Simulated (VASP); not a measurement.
Here is a VASP 6.6.1 calculation.

The input INCAR:

```
ALGO = Normal
EDIFF = 1E-6
ENCUT = 600
GGA = PE
GGA_COMPAT = F
ISIF = 2
ISMEAR = 0
LASPH = T
LCHARG = T
LELF = T
LREAL = F
LVHAR = T
LWAVE = F
NBANDS = 26
NELM = 120
PREC = Accurate
SIGMA = 0.05
```

File KPOINTS:

```
k-points
0
Gamma
  10 10 2
```

Contents of POSCAR:

```
BN
1.0
   -2.5116193520      0.0000000000      0.0000000000
   -1.2558096760     -2.1751261634      0.0000000000
   -0.8372064507     -0.7250420545     16.8407423124
B N
4 4
Direct
    0.1875000000      0.0416666667      0.8750000000
    0.2708333333      0.2083333333      0.3750000000
    0.6458333333      0.6250000000      0.1250000000
    0.5625000000      0.4583333333      0.6250000000
    0.3125000000      0.2916666667      0.1250000000
    0.2291666667      0.1250000000      0.6250000000
    0.5208333333      0.3750000000      0.8750000000
    0.6041666667      0.5416666667      0.3750000000
```

Potentials or basis: VASP PAW PBE potentials, release 64 (B, N).

The run is started by

```sh
$ cat potpaw_PBE.64/B/POTCAR potpaw_PBE.64/N/POTCAR > POTCAR
$ mpirun -np 1 vasp_std > vasp.out
```

Task: Predict the band gap on the k mesh.

Result: 4.49 eV (least direct gap 4.83 eV).

Task: What does it give for the pressure?

Result: 0.0 GPa.

Task: Estimate the largest force.

Result: 0.003 eV/Å.

Stress tensor (GPa, compression positive):
```
 0.14  0.00  0.01
 0.00  0.14  0.00
 0.01  0.00 -0.15
```

Caveat: the cell differs from its parent crystal (the part above a cut slid along it). A k mesh can miss the band edges.
